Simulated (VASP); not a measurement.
Wanted: the native input for a VASP 6.6.1 run.

```
Task                   : single point
Functional             : PBE
Potentials or basis    : VASP PAW PBE potentials, release 64 (As)
Cutoff                 : 520 eV
k mesh                 : 16 × 16 × 16
Occupations            : fermi-dirac, width 0.05 eV
Spin                   : no spin polarisation
Dipole correction      : no
Further INCAR settings : ALGO = Normal; EDIFF = 1e-06; NBANDS = 8
```

The structure of As lies in POSCAR:

```
As
1.0
   -1.5299988424      1.5299988424      1.5299988424
    1.5299988424     -1.5299988424      1.5299988424
    1.5299988424      1.5299988424     -1.5299988424
As
1
Direct
    0.0000000000      0.0000000000      0.0000000000
```

This cell differs from its parent crystal: volume scaled by 0.75.

These files were run (other wordings do the same):

INCAR

```
PREC = Accurate ; ENCUT = 520
EDIFF = 1E-6 ; ISMEAR = -1
SIGMA = 0.05 ; LREAL = False
LASPH = True ; NELM = 100
ALGO = Normal ; ISIF = 2
LWAVE = False ; LCHARG = True
GGA = PE ; LELF = True
LVHAR = True ; NBANDS = 8
```

KPOINTS

```
regular mesh
0
Gamma
  16 16 16
```

Potentials or basis: VASP PAW PBE potentials, release 64 (As).

The run is started by

```console
$ cat potpaw_PBE.64/As/POTCAR > POTCAR
$ mpirun -np 1 vasp_std > vasp.out
```

It gave:

```json
{
 "Pressure": "43.7 GPa"
}
```

Wall time 9.7 s on 1 thread of Intel(R) Xeon(R) Platinum 8375C CPU @ 2.90GHz (Ice Lake) (shared host), peak memory 0.13 GiB.
